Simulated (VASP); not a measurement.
# CdS (Hawleyite) (F-43m) in VASP: single point with PBEsol

Aim: the single point of CdS (Hawleyite) with PBEsol.

Everything below comes from runs of VASP 6.6.1. Logs are shortened: lines on timing, memory, paths and dates and some standing lists are left out, and cuts for length are marked.

### Step 1. The cell of the first run

The structure is cubic, space group F-43m (No. 216). The conventional cell has a = 5.833 Å, b = 5.833 Å, c = 5.833 Å, α = 90.00°, β = 90.00°, γ = 90.00°. Within 3.3 Å of Cd (site symmetry -43m) lie 4 S at 2.53 Å. Within 3.3 Å of S (site symmetry -43m) lie 4 Cd at 2.53 Å.

### Step 2. Single point, PBEsol

Input file INCAR:

```
  ALGO = Normal
  EDIFF = 1E-7
  ENCUT = 520
  GGA = PS
  ISIF = 2
  ISMEAR = 0
  LASPH = T
  LCHARG = F
  LREAL = F
  LWAVE = F
  NBANDS = 16
  NELM = 80
  PREC = Accurate
  SIGMA = 0.01
```

Input file KPOINTS:

```
k-points
0
Gamma
  4 4 4
```

Input file POSCAR:

```
CdS
1.0
    0.0000000000      2.9165000000      2.9165000000
    2.9165000000      0.0000000000      2.9165000000
    2.9165000000      2.9165000000      0.0000000000
Cd S
1 1
Direct
    0.0000000000      0.0000000000      0.0000000000
    0.2500000000      0.2500000000      0.2500000000
```

Potentials or basis: VASP PAW PBE potentials, release 64 (Cd, S).

Launch:

```bash
cat potpaw_PBE.64/Cd/POTCAR potpaw_PBE.64/S/POTCAR > POTCAR
mpirun -np 1 vasp_std > vasp.out
```

OUTCAR:

```text
EDIFF = 1E-7
   ENCUT = 520
   GGA = PS
   ISIF = 2
   ISMEAR = 0
   LASPH = T
   LREAL = F
   NELM = 80
   PREC = Accurate

 ion  position               nearest neighbor table
   1  0.000  0.000  0.000-   2 2.53   2 2.53   2 2.53   2 2.53
   2  0.250  0.250  0.250-   1 2.53   1 2.53   1 2.53   1 2.53

  LATTYP: Found a face centered cubic cell.
 ALAT       =     5.8330000000

  Lattice vectors:

 A1 = (   0.0000000000,   2.9165000000,   2.9165000000)
 A2 = (   2.9165000000,   0.0000000000,   2.9165000000)
 A3 = (   2.9165000000,   2.9165000000,   0.0000000000)

Analysis of symmetry for initial positions (statically):
=====================================================================
 Subroutine PRICEL returns:
 Original cell was already a primitive cell.

 Routine SETGRP: Setting up the symmetry group for a
 face centered cubic supercell.

 Subroutine GETGRP returns: Found 24 space group operations
 (whereof 24 operations were pure point group operations)
 out of a pool of 48 trial point group operations.

The static configuration has the point symmetry T_d .

Analysis of symmetry for dynamics (positions and initial velocities):
=====================================================================
 Subroutine PRICEL returns:
 Original cell was already a primitive cell.

 Routine SETGRP: Setting up the symmetry group for a
 face centered cubic supercell.

 Subroutine GETGRP returns: Found 24 space group operations
 (whereof 24 operations were pure point group operations)
 out of a pool of 48 trial point group operations.

The dynamic configuration has the point symmetry T_d .

 Subroutine INISYM returns: Found 24 space group operations
 (whereof 24 operations are pure point group operations),
 and found     1 'primitive' translations

----------------------------------------------------------------------------------------

                                     Primitive cell

  volume of cell :      49.6153

  direct lattice vectors                    reciprocal lattice vectors
     0.000000000  2.916500000  2.916500000    -0.171438368  0.171438368  0.171438368
     2.916500000  0.000000000  2.916500000     0.171438368 -0.171438368  0.171438368
     2.916500000  2.916500000  0.000000000     0.171438368  0.171438368 -0.171438368

  length of vectors
     4.124553855  4.124553855  4.124553855     0.296939964  0.296939964  0.296939964

  position of ions in fractional coordinates (direct lattice)
     0.000000000  0.000000000  0.000000000
     0.250000000  0.250000000  0.250000000

  ion indices of the primitive-cell ions
   primitive index   ion index
                 1           1
                 2           2

----------------------------------------------------------------------------------------

 KPOINTS: k-points

Automatic generation of k-mesh.
 Grid dimensions read from file:
 generate k-points for:    4    4    4

 Generating k-lattice:

  Cartesian coordinates                     Fractional coordinates (reciprocal lattice)
    -0.042859592  0.042859592  0.042859592     0.250000000  0.000000000  0.000000000
     0.042859592 -0.042859592  0.042859592     0.000000000  0.250000000  0.000000000
     0.042859592  0.042859592 -0.042859592     0.000000000  0.000000000  0.250000000

  Length of vectors
     0.074234991  0.074234991  0.074234991

  Shift w.r.t. Gamma in fractional coordinates (k-lattice)
     0.000000000  0.000000000  0.000000000

 Subroutine IBZKPT returns following result:
 ===========================================

 Found      8 irreducible k-points:

 Following reciprocal coordinates:
            Coordinates               Weight
  0.000000  0.000000  0.000000      1.000000
  0.250000  0.000000  0.000000      8.000000
  0.500000  0.000000  0.000000      4.000000
  0.250000  0.250000  0.000000      6.000000
  0.500000  0.250000  0.000000     24.000000
 -0.250000  0.250000  0.000000     12.000000
  0.500000  0.500000  0.000000      3.000000
 -0.250000  0.500000  0.250000      6.000000
   k-points           NKPTS =      8   k-points in BZ     NKDIM =      8   number of bands    NBANDS=     16
   number of dos      NEDOS =    301   number of ions     NIONS =      2
   total plane-waves  NPLWV =  32768
   dimension x,y,z NGX =    32 NGY =   32 NGZ =   32
   dimension x,y,z NGXF=    64 NGYF=   64 NGZF=   64
   ions per type =               1   1
   NGX,Y,Z   is equivalent  to a cutoff of  12.90, 12.90, 12.90 a.u.
   NGXF,Y,Z  is equivalent  to a cutoff of  25.80, 25.80, 25.80 a.u.
 SYSTEM =  unknown system
   PREC   = accura    normal or accurate (medium, high low for compatibility)
   ISTART =      0    job   : 0-new  1-cont  2-samecut
   ICHARG =      2    charge: 1-file 2-atom 10-const
   ISPIN  =      1    spin polarized calculation?
   LNONCOLLINEAR =      F non collinear calculations
   LSORBIT =      F    spin-orbit coupling
   LASPH  =      T    aspherical Exc in radial PAW
   ENCUT  =  520.0 eV  38.22 Ry    6.18 a.u.   7.67  7.67  7.67*2*pi/ulx,y,z
   NELM   =     80;   NELMIN=  2; NELMDL= -5     # of ELM steps
   EDIFF  = 0.1E-06   stopping-criterion for ELM
   LREAL  =      F    real-space projection
   EDIFFG = 0.1E-05   stopping-criterion for IOM
   NSW    =      0    number of steps for IOM
   IBRION =     -1    ionic relax: 0-MD 1-quasi-New 2-CG
   NFREE  =      0    steps in history (QN), initial steepest desc. (CG)
   ISIF   =      2    stress and relaxation
   ISYM   =      2    0-nonsym 1-usesym 2-fastsym
   POTIM  = 0.5000    time-step for ionic-motion
   TEBEG  =    0.0;   TEEND  =   0.0 temperature during run
   PSTRESS=    0.0 pullay stress
   NELECT =      18.0000    total number of electrons
   NUPDOWN=      -1.0000    fix difference up-down
   EMIN   =  10.00;   EMAX   =-10.00  energy-range for DOS
   EFERMI =   0.00;   METHOD = LEGACY
   ISMEAR =     0;   SIGMA  =   0.01  broadening in eV -4-tet -1-fermi 0-gaus
   EFERMI_NEDOS =   21; number of points for ismear=-14 and -15
   IALGO  =     38    algorithm
   IMIX   =      4    mixing-type and parameters
     AMIX     =   0.40;   BMIX     =  1.00
     AMIX_MAG =   1.60;   BMIX_MAG =  1.00
  volume/ion in A,a.u.               =      24.81       167.41
  Fermi-wavevector in a.u.,A,eV,Ry     =   1.167599  2.206442 18.548649  1.363287
  Thomas-Fermi vector in A             =   2.304097
   LORBIT       =      0    0 simple, 1 ext, 2 COOP (PROOUT), +10 PAW based schemes
   GGA     = PS    functional components
   LHFCALC =     F    Hartree Fock is set to
   AEXX    =    0.0000 exact exchange contribution
   IVDW    =     0    specifies the selected vdW correction
   LEPSILON=     F    determine dielectric tensor
   LRPA    =     F    only Hartree local field effects (RPA)
 non-spin polarized calculation
 Gauss-broadening in eV      SIGMA  =   0.01
  energy-cutoff  :      520.00
  volume of cell :       49.62
 maximum number of plane-waves:      1363
 NGX is ok and might be reduce to    32
   NGX = 15   NGY = 15   NGZ = 15

 number of electron      18.0000004 magnetization

 Free energy of the ion-electron system (eV)
  ---------------------------------------------------
  ext. energy  EPLUGINS =         0.00000000
  ---------------------------------------------------
  free energy    TOTEN  =        -6.77676536 eV

  energy without entropy =       -6.77676536  energy(sigma->0) =       -6.77676536

 E-fermi :   1.3396     XC(G=0):  -9.3688

 val. band max:        1.2368594585   @ k =   0.0000   0.0000   0.0000
 cond. band min:       2.2321930222   @ k =   0.0000   0.0000   0.0000
 fundamental gap:      0.9953335637
 Fermi energy:         1.3396031564

 k-point     1 :       0.0000    0.0000    0.0000
  band No.  band energies     occupation
      1     -11.1455      2.00000
      2      -6.5148      2.00000
      3      -6.5148      2.00000
      4      -6.5148      2.00000
      5      -6.0294      2.00000
      6      -6.0294      2.00000
[... 8 lines left out ...]
     15      12.6701      0.00000
     16      12.6701      0.00000

 k-point     2 :       0.2500    0.0000    0.0000
  band No.  band energies     occupation
      1     -10.9258      2.00000
      2      -6.4427      2.00000
      3      -6.4427      2.00000
      4      -6.2713      2.00000
      5      -6.0253      2.00000
      6      -6.0253      2.00000
[... 8 lines left out ...]
     15      11.7859      0.00000
     16      12.3354      0.00000

 k-point     3 :       0.5000    0.0000    0.0000
  band No.  band energies     occupation
      1     -10.7059      2.00000
      2      -6.3934      2.00000
      3      -6.3934      2.00000
      4      -5.9913      2.00000
      5      -5.9913      2.00000
      6      -5.6460      2.00000
[... 8 lines left out ...]
     15      13.7309      0.00000
     16      13.7309      0.00000

 k-point     4 :       0.2500    0.2500    0.0000
  band No.  band energies     occupation
      1     -10.8546      2.00000
      2      -6.3537      2.00000
      3      -6.3537      2.00000
      4      -6.3471      2.00000
      5      -6.0481      2.00000
      6      -5.9853      2.00000
[... 8 lines left out ...]
     15      13.0541      0.00000
     16      15.7475      0.00000

 k-point     5 :       0.5000    0.2500    0.0000
  band No.  band energies     occupation
      1     -10.6397      2.00000
      2      -6.3409      2.00000
      3      -6.2747      2.00000
      4      -6.1234      2.00000
      5      -5.9761      2.00000
      6      -5.6136      2.00000
[... 8 lines left out ...]
     15      13.8616      0.00000
     16      14.7923      0.00000

 k-point     6 :      -0.2500    0.2500    0.0000
  band No.  band energies     occupation
      1     -10.7099      2.00000
      2      -6.3624      2.00000
      3      -6.3472      2.00000
      4      -6.0573      2.00000
      5      -6.0417      2.00000
      6      -5.7792      2.00000
[... 8 lines left out ...]
     15      13.4269      0.00000
     16      14.5556      0.00000

 k-point     7 :       0.5000    0.5000    0.0000
  band No.  band energies     occupation
      1     -10.5703      2.00000
      2      -6.3050      2.00000
      3      -6.1615      2.00000
      4      -6.1615      2.00000
      5      -5.9407      2.00000
      6      -5.5821      2.00000
[... 8 lines left out ...]
     15      13.5769      0.00000
     16      14.6816      0.00000

 k-point     8 :      -0.2500    0.5000    0.2500
  band No.  band energies     occupation
      1     -10.5721      2.00000
      2      -6.2827      2.00000
      3      -6.2603      2.00000
      4      -6.0701      2.00000
      5      -6.0228      2.00000
      6      -5.3897      2.00000
[... 8 lines left out ...]
     15      14.3082      0.00000
     16      14.5315      0.00000

------------------------ aborting loop because EDIFF is reached ----------------------------------------

  FORCE on cell =-STRESS in cart. coord.  units (eV):
  Direction    XX          YY          ZZ          XY          YZ          ZX
  --------------------------------------------------------------------------------------
  -------------------------------------------------------------------------------------
  Total        0.0917073      0.0917073      0.0917073     -0.0000000      0.0000000     -0.0000000
  in kB        2.9614100      2.9614100      2.9614100     -0.0000000      0.0000000     -0.0000000
  external PRESSURE =       2.9614100 kB  Pullay stress =       0.0000000 kB

 VOLUME and BASIS-vectors are now :
 -----------------------------------------------------------------------------
  energy-cutoff  :      520.00
  volume of cell :       49.62
      direct lattice vectors                 reciprocal lattice vectors
     0.000000000  2.916500000  2.916500000    -0.171438368  0.171438368  0.171438368
     2.916500000  0.000000000  2.916500000     0.171438368 -0.171438368  0.171438368
     2.916500000  2.916500000  0.000000000     0.171438368  0.171438368 -0.171438368

 POSITION                                       TOTAL-FORCE (eV/Angst)
 -----------------------------------------------------------------------------------
      0.00000      0.00000      0.00000        -0.000000      0.000000      0.000000
      1.45825      1.45825      1.45825         0.000000     -0.000000     -0.000000
 -----------------------------------------------------------------------------------
    total drift:                               -0.000000     -0.000000     -0.000000

  FREE ENERGIE OF THE ION-ELECTRON SYSTEM (eV)
  ---------------------------------------------------
  free  energy   TOTEN  =        -6.7767653619 eV

  energy  without entropy=       -6.7767653619  energy(sigma->0) =       -6.77676536
```

It took 18 s on 1 thread of AMD EPYC 7R13, shared host; peak memory 0.14 GiB.

Results:

* Free energy: -6.7768 eV
* Pressure: 0.3 GPa
* Band gap on the k mesh: 1.00 eV, direct

Levels at points of the mesh, in eV from the valence-band top:
```tsv
k point	band 6	band 7	band 8	band 9	band 10	band 11	band 12	band 13
(0.00, 0.00, 0.00)	-7.27	0.00	0.00	0.00	1.00	6.43	6.43	6.43
(0.50, 0.00, 0.00)	-6.88	-4.49	-0.77	-0.77	2.88	6.90	6.90	7.32
(0.50, 0.50, 0.00)	-6.82	-4.03	-1.92	-1.92	3.37	4.24	9.07	10.66
```

Caveat: the k points lie up to 0.47 Å⁻¹ apart; the PAW data sets were made with another functional, which shifts forces and pressure a little. A hybrid or GW would open this gap; PBEsol tends to underestimate it.
